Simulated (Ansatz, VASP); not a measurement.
## One calculation of NiO2, two programs

Contents of INCAR:

```
PREC = Accurate
ENCUT = 600
EDIFF = 1E-6
ISMEAR = 0
SIGMA = 0.05
LREAL = False
LASPH = True
NELM = 120
ALGO = Normal
ISIF = 2
LWAVE = False
LCHARG = False
NBANDS = 22
GGA_COMPAT = False
```

KPOINTS

```
regular mesh
0
Gamma
  12 12 6
```

File POSCAR:

```
NiO2
1.0
    2.8038519370      0.0000000000      0.0000000000
   -1.4019259685      2.4282070059      0.0000000000
    0.0000000000      0.0000000000      4.0838103463
Ni O
1 2
Direct
    0.0000000000      0.0000000000      0.5000000000
    0.6666666667      0.3333333333      0.7305104846
    0.3333333333      0.6666666667      0.2694895154
```

Input for Ansatz:

```yaml
crystal:
  lattice:
    - [2.803851937, 0.0, 0.0]
    - [-1.4019259685, 2.4282070059, 0.0]
    - [0.0, 0.0, 4.0838103463]
  atoms:
    - { symbol: Ni, position: [0.0, 0.0, 0.5] }
    - { symbol: O, position: [0.6666666667, 0.3333333333, 0.7305104846] }
    - { symbol: O, position: [0.3333333333, 0.6666666667, 0.2694895154] }
basis:
  ecutwfc: 520.0
kpoints:
  mp_grid: { grid: [12, 12, 6] }
hamiltonian:
  xc: lda
  pseudopotentials: { kind: paw }
scf:
  occupations: { method: gaussian, width: 0.05 }
output:
  forces: true
  stress: true
  eigenvalues: true
```

Alike in both runs: task single point; functional LDA; k mesh 12 × 12 × 6; occupations gaussian, width 0.05 eV; no spin polarisation.

```csv
,VASP,Ansatz
version,VASP 6.6.1,Ansatz 0.2.0
potentials or method,"VASP PAW LDA potentials, release 64 (Ni_sv_GW, O), cutoff 600 eV","scalar-relativistic, plane waves, PAW"
valence electrons in the cell,30,30
```

|  | VASP | Ansatz | Ansatz less VASP |
| --- | --- | --- | --- |
| gap on the k mesh at the Fermi level (eV) | 0.61 | 0.62 | +0.017 |
| least direct gap on the mesh (eV) | 0.83 | 0.84 | +0.009 |
| pressure (GPa) | -10.5 | -10.2 | +0.32 |
| traceless stress, the component that is largest in VASP (GPa) | 2.03 | 2.78 | +0.745 |
| rms of the force components (eV/Å) | 0.325 | 0.371 | +0.0458 |

LDA's correlation is that of Perdew and Zunger in VASP and of Perdew and Wang (1992) in Ansatz. Atom by atom the forces differ by 0.046 eV/Å (rms over components).
